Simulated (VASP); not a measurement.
# AlP (F-43m) in VASP: vibrations by perturbation theory with PBE

Aim: the vibrations by perturbation theory of AlP with PBE.

All numbers are computed with VASP 6.6.1; they aren't measurements. Logs are shortened: lines on timing, memory, paths and dates and some standing lists are left out, and cuts for length are marked.

## Step 1: The cell of the first run

The structure is cubic, space group F-43m (No. 216). The conventional cell has a = 5.203 Å, b = 5.203 Å, c = 5.203 Å, α = 90.00°, β = 90.00°, γ = 90.00°. Al (site symmetry -43m) has 4 P at 2.25 Å within 3.0 Å. Within 3.0 Å of P (site symmetry -43m) lie 4 Al at 2.25 Å.

## Step 2: Vibrations by perturbation theory, PBE

INCAR reads:

```
SYSTEM = AlP
ALGO = Normal
EDIFF = 1E-8
ENCUT = 500
GGA = PE
GGA_COMPAT = .FALSE.
IBRION = 8
ISIF = 2
ISMEAR = 0
LASPH = .TRUE.
LCHARG = .TRUE.
LEPSILON = .TRUE.
LREAL = .FALSE.
LWAVE = .FALSE.
NBANDS = 11
NELM = 120
NSW = 1
PREC = Accurate
SIGMA = 0.01
```

KPOINTS reads:

```
k-points
0
G
  10 10 10
  0 0 0
```

POSCAR reads:

```
AlP
1.0
    0.0000000000      2.6016099456      2.6016099456
    2.6016099456      0.0000000000      2.6016099456
    2.6016099456      2.6016099456      0.0000000000
Al P
1 1
Direct
    0.0000000000      0.0000000000      0.0000000000
    0.7500000000      0.7500000000      0.7500000000
```

Potentials or basis: VASP PAW PBE potentials, release 64 (Al, P).

The run is started by

```sh
> cat potpaw_PBE.64/Al/POTCAR potpaw_PBE.64/P/POTCAR > POTCAR
> mpirun -np 1 vasp_std > vasp.out
```

OUTCAR:

```text
SYSTEM = AlP
   EDIFF = 1E-8
   ENCUT = 500
   GGA = PE
   IBRION = 8
   ISIF = 2
   ISMEAR = 0
   LASPH = .TRUE.
   LEPSILON = .TRUE.
   LREAL = .FALSE.
   NELM = 120
   NSW = 1
   PREC = Accurate

 ion  position               nearest neighbor table
   1  0.000  0.000  0.000-   2 2.25   2 2.25   2 2.25   2 2.25
   2  0.750  0.750  0.750-   1 2.25   1 2.25   1 2.25   1 2.25

  LATTYP: Found a face centered cubic cell.
 ALAT       =     5.2032198912

  Lattice vectors:

 A1 = (   0.0000000000,   2.6016099456,   2.6016099456)
 A2 = (   2.6016099456,   0.0000000000,   2.6016099456)
 A3 = (   2.6016099456,   2.6016099456,   0.0000000000)

Analysis of symmetry for initial positions (statically):
=====================================================================
 Subroutine PRICEL returns:
 Original cell was already a primitive cell.

 Routine SETGRP: Setting up the symmetry group for a
 face centered cubic supercell.

 Subroutine GETGRP returns: Found 24 space group operations
 (whereof 24 operations were pure point group operations)
 out of a pool of 48 trial point group operations.

The static configuration has the point symmetry T_d .

Analysis of symmetry for dynamics (positions and initial velocities):
=====================================================================
 Subroutine PRICEL returns:
 Original cell was already a primitive cell.

 Routine SETGRP: Setting up the symmetry group for a
 face centered cubic supercell.

 Subroutine GETGRP returns: Found 24 space group operations
 (whereof 24 operations were pure point group operations)
 out of a pool of 48 trial point group operations.

The dynamic configuration has the point symmetry T_d .

 Subroutine INISYM returns: Found 24 space group operations
 (whereof 24 operations are pure point group operations),
 and found     1 'primitive' translations

----------------------------------------------------------------------------------------

                                     Primitive cell

  volume of cell :      35.2173

  direct lattice vectors                    reciprocal lattice vectors
     0.000000000  2.601609946  2.601609946    -0.192188687  0.192188687  0.192188687
     2.601609946  0.000000000  2.601609946     0.192188687 -0.192188687  0.192188687
     2.601609946  2.601609946  0.000000000     0.192188687  0.192188687 -0.192188687

  length of vectors
     3.679232069  3.679232069  3.679232069     0.332880571  0.332880571  0.332880571

  position of ions in fractional coordinates (direct lattice)
     0.000000000  0.000000000  0.000000000
     0.750000000  0.750000000  0.750000000

  ion indices of the primitive-cell ions
   primitive index   ion index
                 1           1
                 2           2

----------------------------------------------------------------------------------------

 KPOINTS: k-points

Automatic generation of k-mesh.
 Grid dimensions read from file:
 generate k-points for:   10   10   10

 Generating k-lattice:

  Cartesian coordinates                     Fractional coordinates (reciprocal lattice)
[... 485 lines left out ...]
  ---------------------------------------------------
  ---------------------------------------------------
  free energy    TOTEN  =        -0.75825768 eV

  energy without entropy =       -0.75825768

------------------------ aborting loop because EDIFF is reached ----------------------------------------

--------------------------------------- Ionic step        2  -------------------------------------------

------------------------ aborting loop because EDIFF is reached ----------------------------------------

--------------------------------------- Ionic step        3  -------------------------------------------

------------------------ aborting loop because EDIFF is reached ----------------------------------------

 PIEZOELECTRIC TENSOR FIELD DIRECTION 3  (e Angst)
 -----------------------------------------------------------------------------
    -0.00104  1.47564  0.00000           (  0.00000 -0.02969  0.00000)
     1.47564 -0.00104  0.00000           ( -0.02969  0.00000  0.00000)
     0.00000  0.00000 -0.00024           (  0.00000  0.00000  0.00000)

 PIEZOELECTRIC TENSOR FIELD DIRECTION 3  (C/m^2)
 -----------------------------------------------------------------------------
    -0.00047  0.67133  0.00000
     0.67133 -0.00047  0.00000
     0.00000  0.00000 -0.00011

--------------------------------------- Ionic step        4  -------------------------------------------

------------------------ aborting loop because EDIFF is reached ----------------------------------------

[... ionic steps 5 to 6 ...]

--------------------------------------- Ionic step        7  -------------------------------------------

 Free energy of the ion-electron system (eV)
  ---------------------------------------------------
  ---------------------------------------------------
  free energy    TOTEN  =        -0.05032101 eV

  energy without entropy =       -0.05032101

------------------------ aborting loop because EDIFF is reached ----------------------------------------

 INTERNAL STRAIN TENSOR  FOR ION    2  DIRECTION 1   (eV/Angst):
 -----------------------------------------------------------------------------
    -0.00602  0.00000  0.00000
     0.00000  0.00489 15.57796
     0.00000 15.57796  0.00489

 MACROSCOPIC STATIC DIELECTRIC TENSOR (including local field effects in DFT)
 ------------------------------------------------------
           8.168476     0.000000     0.000000
          -0.000000     8.168476    -0.000000
           0.000000     0.000000     8.168476
 ------------------------------------------------------

 PIEZOELECTRIC TENSOR (including local field effects)  for field in x, y, z        (e  Angst)
          XX          YY          ZZ          XY          YZ          ZX
  --------------------------------------------------------------------------------
  x    -0.00000    -0.00000    -0.00000     0.00000     1.47739    -0.00000
  y     0.00000     0.00000     0.00000    -0.00000    -0.00000     1.47739
  z    -0.00000    -0.00000     0.00000     1.47739    -0.00000     0.00000

 PIEZOELECTRIC TENSOR (including local field effects)  for field in x, y, z        (C/m^2)
          XX          YY          ZZ          XY          YZ          ZX
  --------------------------------------------------------------------------------
  x    -0.00000    -0.00000    -0.00000     0.00000     0.67212    -0.00000
  y     0.00000     0.00000     0.00000    -0.00000    -0.00000     0.67212
  z    -0.00000    -0.00000     0.00000     0.67212    -0.00000     0.00000

 BORN EFFECTIVE CHARGES (including local field effects) (in |e|, cummulative output)
 ---------------------------------------------------------------------------------
 ion    1
    1     2.14856     0.00000     0.00000
    2     0.00000     2.14856     0.00000
    3    -0.00000    -0.00000     2.14856
 ion    2
    1    -2.14856     0.00000     0.00000
    2     0.00000    -2.14856     0.00000
    3     0.00000     0.00000    -2.14856

 INTERNAL STRAIN TENSOR FOR ION    2 for displacements in x,y,z  (eV/Angst):
          X           Y           Z          XY          YZ          ZX
  --------------------------------------------------------------------------------
  x     0.00000     0.00000     0.00000     0.00000    15.57796     0.00000
  y     0.00000     0.00000     0.00000     0.00000     0.00000    15.57796
  z     0.00000     0.00000     0.00000    15.57796     0.00000     0.00000

 SECOND DERIVATIVES (NOT SYMMETRIZED)
 ------------------------------------
               1X          1Y          1Z          2X          2Y          2Z
  1X   -14.395107    0.000000    0.000000   14.395107    0.000000    0.000000
  1Y     0.000000  -14.395107    0.000000    0.000000   14.395107    0.000000
  1Z     0.000000    0.000000  -14.395107    0.000000    0.000000   14.395107
  2X    14.393327    0.000000    0.000000  -14.393327    0.000000    0.000000
  2Y     0.000000   14.393327    0.000000    0.000000  -14.393327    0.000000
  2Z     0.000000    0.000000   14.393327    0.000000    0.000000  -14.393327

 Eigenvectors and eigenvalues of the dynamical matrix
 ----------------------------------------------------

   1 f  =   15.619368 THz    98.139384 2PiTHz  521.006036 cm-1    64.596487 meV
             X         Y         Z           dx          dy          dz
      0.000000  0.000000  0.000000     0.000000    0.731081    0.000000
      3.902415  3.902415  3.902415     0.000000   -0.682290    0.000000
[... 21 lines left out ...]
   6 f/i=    0.000482 THz     0.003026 2PiTHz    0.016063 cm-1     0.001992 meV
             X         Y         Z           dx          dy          dz
      0.000000  0.000000  0.000000     0.000000    0.000000   -0.682290
      3.902415  3.902415  3.902415     0.000000    0.000000   -0.731081

--------------------------------------------------------------------------------------------------------

 MACROSCOPIC STATIC DIELECTRIC TENSOR IONIC CONTRIBUTION
 ------------------------------------------------------
           1.647851     0.000000    -0.000000
           0.000000     1.647851    -0.000000
          -0.000000    -0.000000     1.647851
 ------------------------------------------------------

 ELASTIC MODULI CONTR FROM IONIC RELAXATION (kBar)
 Direction    XX          YY          ZZ          XY          YZ          ZX
 --------------------------------------------------------------------------------
 XX          -0.0000     -0.0000     -0.0000     -0.0000     -0.0000     -0.0000
 YY          -0.0000     -0.0000     -0.0000     -0.0000     -0.0000      0.0000
 ZZ          -0.0000     -0.0000     -0.0000      0.0000     -0.0000     -0.0000
 XY          -0.0000     -0.0000      0.0000   -761.1755      0.0000      0.0000
 YZ          -0.0000     -0.0000     -0.0000      0.0000   -761.1755     -0.0000
 ZX          -0.0000      0.0000     -0.0000      0.0000     -0.0000   -761.1755
 --------------------------------------------------------------------------------

 PIEZOELECTRIC TENSOR IONIC CONTR  for field in x, y, z        (C/m^2)
          XX          YY          ZZ          XY          YZ          ZX
  --------------------------------------------------------------------------------
  x    -0.00000    -0.00000    -0.00000     0.00000    -1.05384    -0.00000
  y    -0.00000     0.00000    -0.00000     0.00000    -0.00000    -1.05384
  z    -0.00000    -0.00000     0.00000    -1.05384     0.00000     0.00000
```

Run time: 3.3 min. Hardware: 1 thread of Intel Xeon 6975P-C (Granite Rapids), shared host; peak memory 0.28 GiB.

What came out:

* Electronic dielectric tensor (diagonal): 8.17
* Born charges (mean of the diagonal): Al +2.15; P -2.15 e
* Highest phonon frequency at Γ, LO-TO splitting left out: 521 cm⁻¹

Phonon frequencies in cm⁻¹ (negative: imaginary):
| q point | frequencies |
| --- | --- |
| (0.000, 0.000, 0.000) | 0 0 0 521 521 521 |

Electronic dielectric tensor:
```
8.17 0.00 0.00
0.00 8.17 0.00
0.00 0.00 8.17
```

Born effective charge tensors (e):
atom 1, Al
```
2.15 0.00 0.00
0.00 2.15 0.00
0.00 0.00 2.15
```
atom 2, P
```
-2.15  0.00  0.00
 0.00 -2.15  0.00
 0.00  0.00 -2.15
```

Caveat: the cell wasn't relaxed at this level first, which shifts response properties.
